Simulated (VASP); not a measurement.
# K (Im-3m) in VASP: settings compared

The runs below take K through relaxation of cell and atoms, with PBE, PBEsol, RPBE, revPBE.

Program: VASP 6.6.1. These are calculated values, not measurements. Logs are shortened: lines on timing, memory, paths and dates and some standing lists are left out, and cuts for length are marked.

### Step 1. The cell of the first run

It takes space group Im-3m (No. 229, cubic). The conventional cell has a = 5.395 Å, b = 5.395 Å, c = 5.395 Å, α = 90.00°, β = 90.00°, γ = 90.00°.

### Step 2. Relaxation of cell and atoms, PBE

The input, INCAR:

```
PREC = Accurate
ENCUT = 600
EDIFF = 1E-7
ISMEAR = -1
SIGMA = 0.05
LREAL = False
LASPH = True
NELM = 60
ALGO = Normal
ISIF = 3
LWAVE = False
LCHARG = False
GGA = PE
IBRION = 2
NSW = 60
EDIFFG = -0.01
```

The input, KPOINTS:

```
Automatic mesh
0
Gamma
  7 7 7
```

The input, POSCAR:

```
K
1.0
   -2.6975585167      2.6975585167      2.6975585167
    2.6975585167     -2.6975585167      2.6975585167
    2.6975585167      2.6975585167     -2.6975585167
K
1
Direct
    0.0000000000      0.0000000000      0.0000000000
```

Potentials or basis: VASP PAW PBE potentials, release 64 (K_sv).

Started as:

```sh
$ cat potpaw_PBE.64/K_sv/POTCAR > POTCAR
$ mpirun -np 1 vasp_std > vasp.out
```

OUTCAR:

```text
PREC = Accurate
   ENCUT = 600
   EDIFF = 1E-7
   ISMEAR = -1
   LREAL = False
   LASPH = True
   NELM = 60
   ISIF = 3
   GGA = PE
   IBRION = 2
   NSW = 60
   EDIFFG = -0.01

 ion  position               nearest neighbor table
   1  0.000  0.000  0.000-

  LATTYP: Found a body centered cubic cell.
 ALAT       =     5.3951170334

  Lattice vectors:

 A1 = (  -2.6975585167,   2.6975585167,   2.6975585167)
 A2 = (   2.6975585167,  -2.6975585167,   2.6975585167)
 A3 = (   2.6975585167,   2.6975585167,  -2.6975585167)

Analysis of symmetry for initial positions (statically):
=====================================================================
 Subroutine PRICEL returns:
 Original cell was already a primitive cell.

 Routine SETGRP: Setting up the symmetry group for a
 body centered cubic supercell.

 Subroutine GETGRP returns: Found 48 space group operations
 (whereof 48 operations were pure point group operations)
 out of a pool of 48 trial point group operations.

The static configuration has the point symmetry O_h .

Analysis of symmetry for dynamics (positions and initial velocities):
=====================================================================
 Subroutine PRICEL returns:
 Original cell was already a primitive cell.

 Routine SETGRP: Setting up the symmetry group for a
 body centered cubic supercell.

 Subroutine GETGRP returns: Found 48 space group operations
 (whereof 48 operations were pure point group operations)
 out of a pool of 48 trial point group operations.

The dynamic configuration has the point symmetry O_h .

 Subroutine INISYM returns: Found 48 space group operations
 (whereof 48 operations are pure point group operations),
 and found     1 'primitive' translations

----------------------------------------------------------------------------------------

                                     Primitive cell

  volume of cell :      78.5186

  direct lattice vectors                    reciprocal lattice vectors
    -2.697558517  2.697558517  2.697558517     0.000000000  0.185352791  0.185352791
     2.697558517 -2.697558517  2.697558517     0.185352791  0.000000000  0.185352791
     2.697558517  2.697558517 -2.697558517     0.185352791  0.185352791  0.000000000

  length of vectors
     4.672308407  4.672308407  4.672308407     0.262128431  0.262128431  0.262128431

  position of ions in fractional coordinates (direct lattice)
     0.000000000  0.000000000  0.000000000

  ion indices of the primitive-cell ions
   primitive index   ion index
                 1           1

----------------------------------------------------------------------------------------

 KPOINTS: Automatic mesh

Automatic generation of k-mesh.
 Grid dimensions read from file:
 generate k-points for:    7    7    7

 Generating k-lattice:

  Cartesian coordinates                     Fractional coordinates (reciprocal lattice)
     0.000000000  0.026478970  0.026478970     0.142857143  0.000000000  0.000000000
     0.026478970  0.000000000  0.026478970     0.000000000  0.142857143  0.000000000
     0.026478970  0.026478970  0.000000000     0.000000000  0.000000000  0.142857143

  Length of vectors
     0.037446919  0.037446919  0.037446919

  Shift w.r.t. Gamma in fractional coordinates (k-lattice)
     0.000000000  0.000000000  0.000000000

 Subroutine IBZKPT returns following result:
 ===========================================

 Found     20 irreducible k-points:

 Following reciprocal coordinates:
            Coordinates               Weight
  0.000000  0.000000  0.000000      1.000000
  0.142857  0.000000  0.000000     12.000000
  0.285714  0.000000  0.000000     12.000000
  0.428571  0.000000  0.000000     12.000000
  0.142857  0.142857  0.000000     24.000000
  0.285714  0.142857 -0.000000     48.000000
[... 12 lines left out ...]
 -0.428571 -0.428571  0.285714      8.000000
 -0.428571  0.428571  0.428571      6.000000
   k-points           NKPTS =     20   k-points in BZ     NKDIM =     20   number of bands    NBANDS=      8
   number of dos      NEDOS =    301   number of ions     NIONS =      1
   total plane-waves  NPLWV =  64000
   dimension x,y,z NGX =    40 NGY =   40 NGZ =   40
   dimension x,y,z NGXF=    80 NGYF=   80 NGZF=   80
   ions per type =               1
   NGX,Y,Z   is equivalent  to a cutoff of  14.23, 14.23, 14.23 a.u.
   NGXF,Y,Z  is equivalent  to a cutoff of  28.46, 28.46, 28.46 a.u.
 SYSTEM =  unknown system
   PREC   = accura    normal or accurate (medium, high low for compatibility)
   ISTART =      0    job   : 0-new  1-cont  2-samecut
   ICHARG =      2    charge: 1-file 2-atom 10-const
   ISPIN  =      1    spin polarized calculation?
   LNONCOLLINEAR =      F non collinear calculations
   LSORBIT =      F    spin-orbit coupling
   LASPH  =      T    aspherical Exc in radial PAW
   ENCUT  =  600.0 eV  44.10 Ry    6.64 a.u.   9.33  9.33  9.33*2*pi/ulx,y,z
   NELM   =     60;   NELMIN=  2; NELMDL= -5     # of ELM steps
   EDIFF  = 0.1E-06   stopping-criterion for ELM
   LREAL  =      F    real-space projection
   EDIFFG = -.1E-01   stopping-criterion for IOM
   NSW    =     60    number of steps for IOM
   IBRION =      2    ionic relax: 0-MD 1-quasi-New 2-CG
   NFREE  =      1    steps in history (QN), initial steepest desc. (CG)
   ISIF   =      3    stress and relaxation
   ISYM   =      2    0-nonsym 1-usesym 2-fastsym
   POTIM  = 0.5000    time-step for ionic-motion
   TEBEG  =    0.0;   TEEND  =   0.0 temperature during run
   PSTRESS=    0.0 pullay stress
   NELECT =       9.0000    total number of electrons
   NUPDOWN=      -1.0000    fix difference up-down
   EMIN   =  10.00;   EMAX   =-10.00  energy-range for DOS
   EFERMI =   0.00;   METHOD = LEGACY
   ISMEAR =    -1;   SIGMA  =   0.05  broadening in eV -4-tet -1-fermi 0-gaus
   EFERMI_NEDOS =   21; number of points for ismear=-14 and -15
   IALGO  =     38    algorithm
   IMIX   =      4    mixing-type and parameters
     AMIX     =   0.40;   BMIX     =  1.00
     AMIX_MAG =   1.60;   BMIX_MAG =  1.00
  volume/ion in A,a.u.               =      78.52       529.87
  Fermi-wavevector in a.u.,A,eV,Ry     =   0.795240  1.502785  8.604411  0.632406
  Thomas-Fermi vector in A             =   1.901529
   LORBIT       =      0    0 simple, 1 ext, 2 COOP (PROOUT), +10 PAW based schemes
   GGA     = PE    functional components
   LHFCALC =     F    Hartree Fock is set to
   AEXX    =    0.0000 exact exchange contribution
   IVDW    =     0    specifies the selected vdW correction
   LEPSILON=     F    determine dielectric tensor
   LRPA    =     F    only Hartree local field effects (RPA)
 conjugate gradient relaxation of ions
 non-spin polarized calculation
  energy-cutoff  :      600.00
  volume of cell :       78.52
 maximum number of plane-waves:      2659
 NGX is ok and might be reduce to    40
   NGX = 19   NGY = 19   NGZ = 19

--------------------------------------- Ionic step        1  -------------------------------------------

 number of electron       9.0000001 magnetization

 Free energy of the ion-electron system (eV)
  ---------------------------------------------------
  ext. energy  EPLUGINS =         0.00000000
  ---------------------------------------------------
  free energy    TOTEN  =        -1.04925657 eV

  energy without entropy =       -1.04209133  energy(sigma->0) =       -1.04567395

------------------------ aborting loop because EDIFF is reached ----------------------------------------

  FORCE on cell =-STRESS in cart. coord.  units (eV):
  Direction    XX          YY          ZZ          XY          YZ          ZX
  --------------------------------------------------------------------------------------
  -------------------------------------------------------------------------------------
  Total       -0.1000874     -0.1000874     -0.1000874      0.0000000     -0.0000000      0.0000000
  in kB       -2.0422895     -2.0422895     -2.0422895      0.0000000     -0.0000000      0.0000000
  external PRESSURE =      -2.0422895 kB  Pullay stress =       0.0000000 kB

 VOLUME and BASIS-vectors are now :
 -----------------------------------------------------------------------------
  energy-cutoff  :      600.00
  volume of cell :       78.52
      direct lattice vectors                 reciprocal lattice vectors
    -2.697558517  2.697558517  2.697558517     0.000000000  0.185352791  0.185352791
     2.697558517 -2.697558517  2.697558517     0.185352791  0.000000000  0.185352791
     2.697558517  2.697558517 -2.697558517     0.185352791  0.185352791  0.000000000
[... 36 lines left out ...]
 POSITION                                       TOTAL-FORCE (eV/Angst)
 -----------------------------------------------------------------------------------
      0.00000      0.00000      0.00000        -0.000000     -0.000000      0.000000
 -----------------------------------------------------------------------------------
    total drift:                                0.000000     -0.000000     -0.000000

  FREE ENERGIE OF THE ION-ELECTRON SYSTEM (eV)
  ---------------------------------------------------
  free  energy   TOTEN  =        -1.0505503650 eV

  energy  without entropy=       -1.0434308144  energy(sigma->0) =       -1.04699059

--------------------------------------- Ionic step        3  -------------------------------------------

 number of electron       8.9999999 magnetization

 Free energy of the ion-electron system (eV)
  ---------------------------------------------------
  ext. energy  EPLUGINS =         0.00000000
  ---------------------------------------------------
  free energy    TOTEN  =        -1.05246973 eV

  energy without entropy =       -1.04548405  energy(sigma->0) =       -1.04897689

 E-fermi :  -0.1437     XC(G=0):  -5.6350

 val. band max:       -0.2106494190   @ k =  -0.2857   0.4286   0.1429
 cond. band min:      -0.0105824066   @ k =  -0.4286   0.4286   0.1429
 fundamental gap:      0.2000670124
 Fermi energy:        -0.1437461658

 k-point     1 :       0.0000    0.0000    0.0000
  band No.  band energies     occupation
      1     -32.2708      2.00000
      2     -15.7212      2.00000
      3     -15.7212      2.00000
      4     -15.7212      2.00000
      5      -2.2817      2.00000
      6       4.1526      0.00000
      7       4.1526      0.00000
      8       4.1526      0.00000

 k-point     2 :       0.1429    0.0000    0.0000
  band No.  band energies     occupation
      1     -32.2700      2.00000
      2     -15.7338      2.00000
      3     -15.7254      2.00000
      4     -15.7212      2.00000
      5      -2.0310      2.00000
      6       3.6993      0.00000
      7       3.8584      0.00000
      8       4.3518      0.00000
[... 218 lines left out ...]
 POSITION                                       TOTAL-FORCE (eV/Angst)
 -----------------------------------------------------------------------------------
      0.00000      0.00000      0.00000        -0.000000     -0.000000      0.000000
 -----------------------------------------------------------------------------------
    total drift:                               -0.000000      0.000000     -0.000000

  FREE ENERGIE OF THE ION-ELECTRON SYSTEM (eV)
  ---------------------------------------------------
  free  energy   TOTEN  =        -1.0524697259 eV

  energy  without entropy=       -1.0454840507  energy(sigma->0) =       -1.04897689

 reached required accuracy - stopping structural energy minimisation
```

It took 20 s on 1 thread of Intel Xeon 6975P-C (Granite Rapids), shared host; peak memory 0.24 GiB.

Results:

```yaml
Free_energy: -1.0525 eV
Relaxed_volume: 74.06 Å³/atom
Relaxed_cell: a = 4.582 Å, b = 4.582 Å, c = 4.582 Å, α = 109.47°, β = 109.47°, γ = 109.47°
Space_group_after_relaxing_to_0.05_Å: Im-3m (No. 229)
Energy_gained_by_relaxing: 3.2 meV/atom
Ionic_steps: 3
Pressure_after_relaxing: 0.0 GPa
```

The path:
```
step  energy change (eV)  largest force (eV/Å)  pressure (GPa)  volume (Å³)
   1              0.0000                0.0000           -0.20        78.52
   2             -0.0013                0.0000           -0.16        77.39
   3             -0.0032                0.0000           -0.02        74.06
```

Final structure:
```
K
1.0
    -2.64546    2.64546    2.64546
     2.64546   -2.64546    2.64546
     2.64546    2.64546   -2.64546
K
1
Direct
  0.00000 0.00000 0.00000
```

### Step 3. Relaxation of cell and atoms, PBEsol

The input, INCAR:

```
ALGO     = Normal         # electronic algorithm
EDIFF    = 1E-6           # SCF threshold, eV
EDIFFG   = -0.01          # ionic threshold
ENCUT    = 600            # plane-wave cutoff, eV
GGA      = PS             # functional
IBRION   = 2              # ionic algorithm
ISIF     = 3              # what is computed and relaxed
ISMEAR   = -1             # smearing method
LASPH    = T              # aspherical terms in the spheres
LCHARG   = F              # write CHGCAR
LREAL    = F              # projectors in reciprocal space
LWAVE    = F              # write WAVECAR
NELM     = 100            # most SCF steps
NSW      = 60             # ionic steps
PREC     = Accurate       # precision mode
SIGMA    = 0.05           # smearing width, eV
```

The input, KPOINTS:

```
k-points
0
Gamma
  7 7 7
```

POSCAR is that of step 2.

Potentials or basis: VASP PAW PBE potentials, release 64 (K_sv).

Started as:

```sh
$ cat potpaw_PBE.64/K_sv/POTCAR > POTCAR
$ mpirun -np 1 vasp_std > vasp.out
```

Run time: 27 s. Hardware: 1 thread of Intel Xeon 6975P-C (Granite Rapids), shared host; peak memory 0.25 GiB.

The run converged. Its results:

```yaml
Free_energy: -1.1386 eV
Relaxed_volume: 70.97 Å³/atom
Relaxed_cell: a = 4.518 Å, b = 4.518 Å, c = 4.518 Å, α = 109.47°, β = 109.47°, γ = 109.47°
Space_group_after_relaxing_to_0.05_Å: Im-3m (No. 229)
Energy_gained_by_relaxing: 8.2 meV/atom
Ionic_steps: 5
Pressure_after_relaxing: 0.0 GPa
```

The path:
```tsv
step	energy change (eV)	largest force (eV/Å)	pressure (GPa)	volume (Å³)
1	0.0000	0.0000	-0.31	78.52
2	-0.0031	0.0000	-0.25	76.78
3	-0.0068	0.0000	-0.14	73.85
4	-0.0070	0.0000	0.15	68.20
5	-0.0082	0.0000	-0.01	70.97
```

Final structure:
```
K
1.0
    -2.60823    2.60823    2.60823
     2.60823   -2.60823    2.60823
     2.60823    2.60823   -2.60823
K
1
Direct
  0.00000 0.00000 0.00000
```

Levels at points of the mesh, in eV from the Fermi level:
```
           k point  band 2  band 3  band 4  band 5  band 6  band 7  band 8
(0.00, 0.00, 0.00)  -15.47  -15.47  -15.47   -2.20    4.34    4.34    4.34
```

Caveat: the PAW data sets were made with another functional, which shifts forces and pressure a little.

### Step 4. Relaxation of cell and atoms, RPBE

The input, INCAR:

```
PREC = Accurate
ENCUT = 600
EDIFF = 1E-6
ISMEAR = -1
SIGMA = 0.05
LREAL = F
LASPH = T
NELM = 80
ALGO = Normal
ISIF = 3
LWAVE = F
LCHARG = F
GGA = RP
IBRION = 2
NSW = 60
EDIFFG = -0.01
```

The input, KPOINTS:

```
regular mesh
0
Gamma
  7 7 7
```

POSCAR is that of step 3.

Started as:

```sh
$ cat potpaw_PBE.64/K_sv/POTCAR > POTCAR
$ mpirun -np 1 vasp_std > vasp.out
```

Wall time 16 s (1 thread of Intel Xeon 6975P-C (Granite Rapids), shared host); peak memory 0.24 GiB.

Results (log left out):

* Free energy: -0.9445 eV
* Relaxed volume: 80.22 Å³/atom
* Relaxed cell: a = 4.706 Å, b = 4.706 Å, c = 4.706 Å, α = 109.47°, β = 109.47°, γ = 109.47°
* Space group after relaxing (to 0.05 Å): Im-3m (No. 229)
* Energy gained by relaxing: 0.4 meV/atom
* Ionic steps: 3
* Pressure after relaxing: 0.0 GPa

The path:
```csv
step,energy change (eV),largest force (eV/Å),pressure (GPa),volume (Å³)
1,0.0000,0.0000,0.08,78.52
2,-0.0002,0.0000,0.06,78.94
3,-0.0004,0.0000,0.00,80.22
```

Final structure:
```
K
1.0
    -2.71694    2.71694    2.71694
     2.71694   -2.71694    2.71694
     2.71694    2.71694   -2.71694
K
1
Direct
  0.00000 0.00000 0.00000
```

Levels at points of the mesh, in eV from the Fermi level:
```csv
k point,band 2,band 3,band 4,band 5,band 6,band 7,band 8
"(0.00, 0.00, 0.00)",-15.70,-15.70,-15.70,-2.02,4.26,4.26,4.26
```

Caveat: the PAW data sets were made with another functional, which shifts forces and pressure a little.

### Step 5. Relaxation of cell and atoms, revPBE

Changes to INCAR since step 4:

```diff
@@ -2,3 +2,3 @@
 ENCUT = 600
-EDIFF = 1E-6
+EDIFF = 1E-7
 ISMEAR = -1
@@ -12,3 +12,3 @@
 LCHARG = F
-GGA = RP
+GGA = RE
 IBRION = 2
```

The input, KPOINTS:

```
Automatic mesh
0
Gamma
  7 7 7
```

POSCAR is that of step 4.

Started as:

```sh
$ cat potpaw_PBE.64/K_sv/POTCAR > POTCAR
$ mpirun -np 1 vasp_std > vasp.out
```

It took 19 s on 1 thread of Intel Xeon 6975P-C (Granite Rapids), shared host; peak memory 0.24 GiB.

It converged, with:

```yaml
Free_energy: -0.9522 eV
Relaxed_volume: 79.48 Å³/atom
Relaxed_cell: a = 4.691 Å, b = 4.691 Å, c = 4.691 Å, α = 109.47°, β = 109.47°, γ = 109.47°
Space_group_after_relaxing_to_0.05_Å: Im-3m (No. 229)
Energy_gained_by_relaxing: 0.1 meV/atom
Ionic_steps: 3
Pressure_after_relaxing: 0.0 GPa
```

The path:
```
step  energy change (eV)  largest force (eV/Å)  pressure (GPa)  volume (Å³)
   1              0.0000                0.0000            0.04        78.52
   2             -0.0001                0.0000            0.03        78.76
   3             -0.0001                0.0000            0.00        79.48
```

Final structure:
```xyz
1
Lattice="-2.7085 2.7085 2.7085 2.7085 -2.7085 2.7085 2.7085 2.7085 -2.7085" Properties=species:S:1:pos:R:3 pbc="T T T"
K     0.0000    0.0000    0.0000
```

Levels at points of the mesh, in eV from the Fermi level:
```tsv
k point	band 3	band 4	band 5	band 6	band 7	band 8
(0.00, 0.00, 0.00)	-15.69	-15.69	-2.03	4.27	4.27	4.27
```

Caveat: the PAW data sets were made with another functional, which shifts forces and pressure a little.

### Step 6. Summary

| level | gap on the mesh (eV) | pressure (GPa) | relaxed volume (Å³/atom) |
| --- | --- | --- | --- |
| PBE | none | 0.0 | 74.06 |
| PBEsol | none | 0.0 | 70.97 |
| RPBE | none | 0.0 | 80.22 |
| revPBE | none | 0.0 | 79.48 |

Alike in all rows: task relaxation of cell and atoms; potentials or basis VASP PAW PBE potentials, release 64 (K_sv); no spin polarisation; cell relaxed; k mesh 7 × 7 × 7; cutoff (eV) 600; smearing fermi-dirac 0.05 eV.

Caveats: the PAW data sets were made with another functional, which shifts forces and pressure a little (some runs).

Absolute energies hang on the potentials; compare differences alone.
